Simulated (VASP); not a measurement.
A run of VASP 6.6.1:

The input INCAR:

```
SYSTEM = Be
PREC     = Accurate       ! precision mode
ENCUT    = 520            ! plane-wave cutoff, eV
EDIFF    = 1E-8           ! SCF threshold, eV
ISMEAR   = -1             ! smearing method
SIGMA    = 0.05           ! smearing width, eV
LREAL    = .False.        ! projectors in reciprocal space
LASPH    = .True.         ! aspherical terms in the spheres
NELM     = 60             ! most SCF steps
ALGO     = Normal         ! electronic algorithm
ISIF     = 2              ! what is computed and relaxed
LWAVE    = .False.        ! write WAVECAR
LCHARG   = .False.        ! write CHGCAR
GGA      = PE             ! functional
LEFG     = .True.       
NBANDS   = 9              ! bands
```

Contents of KPOINTS:

```
regular mesh
0
Gamma
  20 20 11
  0 0 0
```

The input POSCAR:

```
Be
1.0
    2.2840686207      0.0000000000      0.0000000000
   -1.1420343104      1.9780614495      0.0000000000
    0.0000000000      0.0000000000      3.5767321577
Be
2
Direct
    0.3333333333      0.6666666667      0.2500000000
    0.6666666667      0.3333333333      0.7500000000
```

Potentials or basis: VASP PAW PBE potentials, release 64 (Be).

Run with:

```sh
$ cat potpaw_PBE.64/Be/POTCAR > POTCAR
$ mpirun -np 1 vasp_std > vasp.out
```

Hardware: 1 thread of Intel(R) Xeon(R) 6975P-C (Granite Rapids), with other jobs on the host.

Task: How long does it take, and how much memory?

Result: Run time: 13 s on 1 thread of Intel(R) Xeon(R) 6975P-C (Granite Rapids) (shared host), peak memory 0.14 GiB. Counts: scf iterations 12, k points 264.
